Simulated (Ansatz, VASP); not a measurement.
Two plane-wave programs on Gd

File INCAR:

```
ALGO = Normal
EDIFF = 1E-7
ENCUT = 520
GGA = PE
ISIF = 2
ISMEAR = -1
ISPIN = 2
LASPH = True
LCHARG = True
LELF = True
LMAXMIX = 6
LORBIT = 11
LREAL = False
LVHAR = True
LWAVE = False
MAGMOM = 1.8
NBANDS = 19
NELM = 150
NUPDOWN = 1.8
PREC = Accurate
SIGMA = 0.05
```

KPOINTS

```
k-points
0
Gamma
  8 8 8
```

Contents of POSCAR:

```
Gd
1.0
    0.0000000000      2.5858190855      2.5858190855
    2.5858190855      0.0000000000      2.5858190855
    2.5858190855      2.5858190855      0.0000000000
Gd
1
Direct
    0.0000000000      0.0000000000      0.0000000000
```

Contents of input.yaml:

```yaml
crystal:
  lattice:
    - [0.0, 2.5858190855, 2.5858190855]
    - [2.5858190855, 0.0, 2.5858190855]
    - [2.5858190855, 2.5858190855, 0.0]
  atoms:
    - { symbol: Gd, position: [0.0, 0.0, 0.0], spin: 1.8 }
hamiltonian:
  xc: pbe
  pseudopotentials: { kind: paw }
magnetization:
  spin_polarized: true
  initial_magnetization: 1.8
  spin_locking: { lock_magnetization: hard }
kpoints:
  mp_grid: { grid: [8, 8, 8] }
scf:
  occupations: { method: fermi_dirac, width: 0.05 }
  lower_state_search: "off"
output:
  forces: true
  stress: true
  eigenvalues: true
  write_density: true
  write_potential: true
  elf: true
  volumetric_format: npy
```

Alike in both runs: task single point; functional PBE; k mesh 8 × 8 × 8; occupations fermi-dirac, width 0.05 eV; collinear spin; fixed moment 1.8 μB.

|  | VASP | Ansatz |
| --- | --- | --- |
| version | VASP 6.6.1 | Ansatz 0.2.0 |
| potentials or method | VASP PAW PBE potentials, release 64 (Gd) | Ansatz PAW |
| plane-wave cutoff (eV) | 520 | 420 |
| valence electrons in the cell | 18 | 18 |

```tsv
	VASP	Ansatz	Ansatz less VASP
pressure (GPa)	4.0	4.1	+0.07
net moment per atom (μB)	1.80	1.80	0.000
size of the moment on the site where the two differ most (μB)	3.39	2.82	-0.574
```

Site moments also hang on the region over which each program counts them.

Spin-orbit coupling is off throughout.
